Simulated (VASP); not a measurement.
# BN (P1) in VASP: single point with PBE+D3(BJ)

Aim: the single point of BN with PBE+D3(BJ).

Program: VASP 6.6.1. These are calculated values, not measurements. Logs are shortened: lines on timing, memory, paths and dates and some standing lists are left out, and cuts for length are marked.

## 1. The cell of the first run

The typed cell holds 6 atoms: a = 2.506 Å, b = 2.506 Å, c = 9.956 Å, α = 93.42°, β = 83.16°, γ = 120.00°.

## 2. Single point, PBE+D3(BJ)

INCAR

```
PREC = Accurate
ENCUT = 520
EDIFF = 1E-6
ISMEAR = 0
SIGMA = 0.02
LREAL = False
LASPH = True
NELM = 60
ALGO = Normal
ISIF = 2
LWAVE = False
LCHARG = False
GGA = PE
IVDW = 12
NBANDS = 21
```

KPOINTS

```
Automatic mesh
0
Gamma
  12 12 4
```

POSCAR

```
BN
1.0
    2.5061138137      0.0000000000      0.0000000000
   -1.2530569069      2.1703582275      0.0000000000
    1.1861581537      0.0000000000      9.8846512810
B N
3 3
Direct
   -0.0000230782     -0.0000042196      0.0003590103
    0.6666435885      0.3333291137      0.3336923436
    0.3333102551      0.6666624470      0.6670256769
    0.6666897449      0.3333375530      0.0005413231
    0.3333564115      0.6666708863      0.3338746564
    0.0000230782      0.0000042196      0.6672079897
```

Potentials or basis: VASP PAW PBE potentials, release 64 (B, N).

Run with:

```console
> cat potpaw_PBE.64/B/POTCAR potpaw_PBE.64/N/POTCAR > POTCAR
> mpirun -np 1 vasp_std > vasp.out
```

OUTCAR:

```text
PREC = Accurate
   ENCUT = 520
   EDIFF = 1E-6
   ISMEAR = 0
   LREAL = False
   LASPH = True
   NELM = 60
   ISIF = 2
   GGA = PE
   IVDW = 12
 IVDW          = 12

 ion  position               nearest neighbor table
   1  1.000  1.000  0.000-   4 1.45   4 1.45   4 1.45
   2  0.667  0.333  0.334-   5 1.45   5 1.45   5 1.45
   3  0.333  0.667  0.667-   6 1.45   6 1.45   6 1.45
   4  0.667  0.333  0.001-   1 1.45   1 1.45   1 1.45
   5  0.333  0.667  0.334-   2 1.45   2 1.45   2 1.45
   6  0.000  0.000  0.667-   3 1.45   3 1.45   3 1.45

  LATTYP: Found a base centered monoclinic cell.
 ALAT       =     2.5061138137
 B/A-ratio  =     1.7320508076
 C/A-ratio  =     3.9725116768
 COS(beta)  =    -0.1191452206

  Lattice vectors:

 A1 = (  -1.2530569069,   2.1703582275,   0.0000000000)
 A2 = (  -1.2530569068,  -2.1703582275,   0.0000000000)
 A3 = (   1.1861581537,   0.0000000000,   9.8846512810)

Analysis of symmetry for initial positions (statically):
=====================================================================
 Subroutine PRICEL returns following result:

  LATTYP: Found a triclinic cell.
 ALAT       =     3.6202381980
 B/A-ratio  =     1.0371135584
 C/A-ratio  =     0.6922510831
 COS(alpha) =     0.0526535782
 COS(beta)  =     0.4007332814
 COS(gamma) =     0.7696326782

  Lattice vectors:

 A1 = (  -0.3953860513,   1.4469054849,  -3.2948837610)
 A2 = (  -1.6484429579,  -0.7234527422,  -3.2948837590)
 A3 = (  -1.2530569069,   2.1703582275,   0.0000000000)

   3 primitive cells build up your supercell.

 Routine SETGRP: Setting up the symmetry group for a
 base centered monoclinic supercell.

 Subroutine GETGRP returns: Found  1 space group operations
 (whereof  1 operations were pure point group operations)
 out of a pool of  4 trial point group operations.

The static configuration has the point symmetry C_1 .

Analysis of symmetry for dynamics (positions and initial velocities):
=====================================================================
 Subroutine PRICEL returns following result:

  LATTYP: Found a triclinic cell.
 ALAT       =     3.6202381980
 B/A-ratio  =     1.0371135584
 C/A-ratio  =     0.6922510831
 COS(alpha) =     0.0526535782
 COS(beta)  =     0.4007332814
 COS(gamma) =     0.7696326782

  Lattice vectors:

 A1 = (  -0.3953860513,   1.4469054849,  -3.2948837610)
 A2 = (  -1.6484429579,  -0.7234527422,  -3.2948837590)
 A3 = (  -1.2530569069,   2.1703582275,   0.0000000000)

   3 primitive cells build up your supercell.

 Routine SETGRP: Setting up the symmetry group for a
 base centered monoclinic supercell.

 Subroutine GETGRP returns: Found  1 space group operations
 (whereof  1 operations were pure point group operations)
 out of a pool of  4 trial point group operations.

The dynamic configuration has the point symmetry C_1 .

 Subroutine INISYM returns: Found  1 space group operations
 (whereof  1 operations are pure point group operations),
 and found     3 'primitive' translations

----------------------------------------------------------------------------------------

                                     Primitive cell

  volume of cell :      17.9214

  direct lattice vectors                    reciprocal lattice vectors
    -0.395386051  1.446905485 -3.294883761     0.399024176  0.230376715 -0.250216797
    -1.648442958 -0.723452742 -3.294883759    -0.399024176 -0.230376716 -0.053284047
    -1.253056907  2.170358227  0.000000000    -0.399024176  0.230376716  0.149049849

  length of vectors
     3.620238198  3.754598120  2.506113814     0.524311138  0.463824228  0.484261894

  position of ions in fractional coordinates (direct lattice)
     0.999258901  0.999664068  0.000377869
     0.665607099  0.332768932  0.667189131

  ion indices of the primitive-cell ions
   primitive index   ion index
                 1           1
                 2           6

----------------------------------------------------------------------------------------

 KPOINTS: Automatic mesh

Automatic generation of k-mesh.
 Grid dimensions read from file:
 generate k-points for:   12   12    4

 Generating k-lattice:

  Cartesian coordinates                     Fractional coordinates (reciprocal lattice)
     0.033252015  0.019198060 -0.003990242     0.083333333  0.000000000  0.000000000
     0.000000000  0.038396119  0.000000000     0.000000000  0.083333333  0.000000000
     0.000000000  0.000000000  0.025291737     0.000000000  0.000000000  0.250000000

  Length of vectors
     0.038602901  0.038396119  0.025291737

  Shift w.r.t. Gamma in fractional coordinates (k-lattice)
     0.000000000  0.000000000  0.000000000

 Subroutine IBZKPT returns following result:
 ===========================================

 Found    292 irreducible k-points:

 Following reciprocal coordinates:
            Coordinates               Weight
  0.000000  0.000000  0.000000      1.000000
  0.083333  0.000000  0.000000      2.000000
 -0.083333  0.083333 -0.000000      2.000000
  0.166667  0.000000 -0.000000      2.000000
 -0.166667  0.166667  0.000000      2.000000
  0.250000  0.000000  0.000000      2.000000
[... 16 lines left out ...]
  0.416667  0.083333 -0.000000      2.000000
 -0.416667  0.500000  0.000000      2.000000
 [... further k-points ...]
   k-points           NKPTS =    292   k-points in BZ     NKDIM =    292   number of bands    NBANDS=     21
   number of dos      NEDOS =    301   number of ions     NIONS =      6
   total plane-waves  NPLWV =  32000
   dimension x,y,z NGX =    20 NGY =   20 NGZ =   80
   dimension x,y,z NGXF=    40 NGYF=   40 NGZF=  160
   ions per type =               3   3
   NGX,Y,Z   is equivalent  to a cutoff of  13.27, 13.27, 13.36 a.u.
   NGXF,Y,Z  is equivalent  to a cutoff of  26.53, 26.53, 26.72 a.u.
 SYSTEM =  unknown system
   PREC   = accura    normal or accurate (medium, high low for compatibility)
   ISTART =      0    job   : 0-new  1-cont  2-samecut
   ICHARG =      2    charge: 1-file 2-atom 10-const
   ISPIN  =      1    spin polarized calculation?
   LNONCOLLINEAR =      F non collinear calculations
   LSORBIT =      F    spin-orbit coupling
   LASPH  =      T    aspherical Exc in radial PAW
   ENCUT  =  520.0 eV  38.22 Ry    6.18 a.u.   4.66  4.66 18.51*2*pi/ulx,y,z
   NELM   =     60;   NELMIN=  2; NELMDL= -5     # of ELM steps
   EDIFF  = 0.1E-05   stopping-criterion for ELM
   LREAL  =      F    real-space projection
   EDIFFG = 0.1E-04   stopping-criterion for IOM
   NSW    =      0    number of steps for IOM
   IBRION =     -1    ionic relax: 0-MD 1-quasi-New 2-CG
   NFREE  =      0    steps in history (QN), initial steepest desc. (CG)
   ISIF   =      2    stress and relaxation
   ISYM   =      2    0-nonsym 1-usesym 2-fastsym
   POTIM  = 0.5000    time-step for ionic-motion
   TEBEG  =    0.0;   TEEND  =   0.0 temperature during run
   PSTRESS=    0.0 pullay stress
   NELECT =      24.0000    total number of electrons
   NUPDOWN=      -1.0000    fix difference up-down
   EMIN   =  10.00;   EMAX   =-10.00  energy-range for DOS
   EFERMI =   0.00;   METHOD = LEGACY
   ISMEAR =     0;   SIGMA  =   0.02  broadening in eV -4-tet -1-fermi 0-gaus
   EFERMI_NEDOS =   21; number of points for ismear=-14 and -15
   IALGO  =     38    algorithm
   IMIX   =      4    mixing-type and parameters
     AMIX     =   0.40;   BMIX     =  1.00
     AMIX_MAG =   1.60;   BMIX_MAG =  1.00
  volume/ion in A,a.u.               =       8.96        60.47
  Fermi-wavevector in a.u.,A,eV,Ry     =   1.251163  2.364356 21.298697  1.565410
  Thomas-Fermi vector in A             =   2.385124
   LORBIT       =      0    0 simple, 1 ext, 2 COOP (PROOUT), +10 PAW based schemes
   GGA     = PE    functional components
   LHFCALC =     F    Hartree Fock is set to
   AEXX    =    0.0000 exact exchange contribution
   IVDW    =    12    specifies the selected vdW correction
   LEPSILON=     F    determine dielectric tensor
   LRPA    =     F    only Hartree local field effects (RPA)
 non-spin polarized calculation
 Gauss-broadening in eV      SIGMA  =   0.02
  energy-cutoff  :      520.00
  volume of cell :       53.76
 maximum number of plane-waves:      1469
   NGX =  9   NGY =  9   NGZ = 37

 number of electron      24.0000000 magnetization

 Free energy of the ion-electron system (eV)
  ---------------------------------------------------
  ext. energy  EPLUGINS =         0.00000000
  ---------------------------------------------------
  free energy    TOTEN  =       -52.71350257 eV

  energy without entropy =      -52.71350257  energy(sigma->0) =      -52.71350257

 E-fermi :   2.5778     XC(G=0): -10.1234

 val. band max:        2.4738054549   @ k =   0.3333   0.3333  -0.0000
 cond. band min:       6.1688906339   @ k =   0.5000   0.0000   0.0000
 fundamental gap:      3.6950851790
 Fermi energy:         2.5777923876

 k-point     1 :       0.0000    0.0000    0.0000
  band No.  band energies     occupation
      1     -15.4706      2.00000
      2     -15.2421      2.00000
      3     -15.2421      2.00000
      4      -3.4444      2.00000
      5      -3.4444      2.00000
      6      -1.7163      2.00000
[... 13 lines left out ...]
     20      13.9083      0.00000
     21      13.9815      0.00000

 k-point     2 :       0.0833    0.0000    0.0000
  band No.  band energies     occupation
      1     -15.3343      2.00000
      2     -15.1212      2.00000
      3     -15.0985      2.00000
      4      -3.3287      2.00000
      5      -3.1912      2.00000
      6      -1.5550      2.00000
[... 13 lines left out ...]
     20      14.4780      0.00000
     21      14.5690      0.00000
[... 487 lines left out ...]
      5      -6.3725      2.00000
      6      -6.1925      2.00000
[... 13 lines left out ...]
     20      16.0344      0.00000
     21      16.8002      0.00000

 k-point    24 :      -0.4167    0.5000    0.0000
  band No.  band energies     occupation
      1     -12.3004      2.00000
      2     -12.2644      2.00000
      3     -12.2382      2.00000
      4      -6.3252      2.00000
      5      -6.3117      2.00000
      6      -6.2926      2.00000
[... 13 lines left out ...]
     20      16.0055      0.00000
     21      16.4276      0.00000

 [... further k-points ...]

------------------------ aborting loop because EDIFF is reached ----------------------------------------

 Edisp (eV)   -0.85373

 E8    (eV) :    -0.2504

  FORCE on cell =-STRESS in cart. coord.  units (eV):
  Direction    XX          YY          ZZ          XY          YZ          ZX
  --------------------------------------------------------------------------------------
  -------------------------------------------------------------------------------------
  Total       0.01023     0.04794     0.07764    -0.11113     0.09481    -0.17691
  in kB       0.30487     1.42871     2.31376    -3.31170     2.82526    -5.27195
  external pressure =        1.35 kB  Pullay stress =        0.00 kB

 VOLUME and BASIS-vectors are now :
 -----------------------------------------------------------------------------
  energy-cutoff  :      520.00
  volume of cell :       53.76
      direct lattice vectors                 reciprocal lattice vectors
     2.506113814  0.000000000  0.000000000     0.399024176  0.230376716 -0.047882901
    -1.253056907  2.170358227  0.000000000     0.000000000  0.460753431  0.000000000
     1.186158154  0.000000000  9.884651281     0.000000000  0.000000000  0.101166948

 POSITION                                       TOTAL-FORCE (eV/Angst)
 -----------------------------------------------------------------------------------
      1.25343      2.17035      0.00355         0.001986     -0.001258     -0.003065
      1.64882      0.72344      3.29843         0.001986     -0.001258     -0.003065
      0.79115      1.44690      6.59332         0.001986     -0.001258     -0.003065
      1.25375      0.72346      0.00535        -0.001986      0.001258      0.003065
      0.39608      1.44691      3.30023        -0.001986      0.001258      0.003065
      0.79147      0.00001      6.59512        -0.001986      0.001258      0.003065
 -----------------------------------------------------------------------------------
    total drift:                               -0.000006     -0.000026      0.000112

  FREE ENERGIE OF THE ION-ELECTRON SYSTEM (eV)
  ---------------------------------------------------
  free  energy   TOTEN  =       -53.5672313988 eV

  energy  without entropy=      -53.5672313988  energy(sigma->0) =      -53.56723140
```

Wall time 7.2 min (1 thread of Intel Xeon 8259CL, shared host); peak memory 0.37 GiB.

Results:

```yaml
Free_energy: -53.5672 eV
Pressure: 0.1 GPa
Largest_force: 0.004 eV/Å
Band_gap_on_the_k_mesh: 3.70 eV
Dispersion_energy_per_atom: -0.142 eV
```

Forces on the atoms (eV/Å):
```
B    0.002 -0.001 -0.003
B    0.002 -0.001 -0.003
B    0.002 -0.001 -0.003
N   -0.002  0.001  0.003
N   -0.002  0.001  0.003
N   -0.002  0.001  0.003
```

Stress tensor (GPa, compression positive):
```
 0.03 -0.33 -0.53
-0.33  0.14  0.28
-0.53  0.28  0.23
```
